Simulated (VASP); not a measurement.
## GaN: single point with revPBE+D4

The system is GaN.

```
CELL_PARAMETERS angstrom
3.24237 0.00000 0.00000
-1.62118 2.80797 0.00000
0.00000 0.00000 5.26732
ATOMIC_POSITIONS crystal
Ga 0.66667 0.33333 0.50000
Ga 0.33333 0.66667 0.00000
N 0.66667 0.33333 0.87500
N 0.33333 0.66667 0.37500
```

| Quantity | Value |
| --- | --- |
| Program | VASP 6.6.1 |
| Task | single point |
| Functional | revPBE |
| Dispersion | D4 |
| Potentials or basis | VASP PAW PBE potentials, release 64 (Ga_d, N) |
| Cutoff | 520 eV |
| k mesh | 10 × 10 × 5 |
| Occupations | fermi-dirac, width 0.05 eV |
| Spin | no spin polarisation |

```json
{"Pressure": "-10.6 GPa", "Largest force": "0.110 eV/Å", "Band gap on the k mesh": "1.62 eV, direct", "Dispersion energy per atom": "-0.685 eV"}
```

Forces on the atoms (eV/Å):
```
Ga   0.000  0.000 -0.110
Ga   0.000  0.000 -0.110
N    0.000  0.000  0.110
N    0.000  0.000  0.110
```

Stress tensor (GPa, compression positive):
```
-11.23   0.00   0.00
  0.00 -11.23   0.00
  0.00   0.00  -9.36
```

Levels at points of the mesh, in eV from the valence-band top:
```tsv
k point	band 15	band 16	band 17	band 18	band 19	band 20	band 21	band 22
(0.00, 0.00, 0.00)	-0.99	-0.06	0.00	0.00	1.62	3.98	9.00	9.64
(0.50, 0.00, 0.00)	-4.00	-2.58	-2.09	-0.92	4.96	5.29	5.99	8.26
```

Run time: 16 s on 1 thread of Intel(R) Xeon(R) 6975P-C (Granite Rapids), on a shared host, peak memory 0.18 GiB.

Caveat: the PAW data sets were made with another functional, which shifts forces and pressure a little. As with any semilocal functional, this revPBE gap is likely too small.
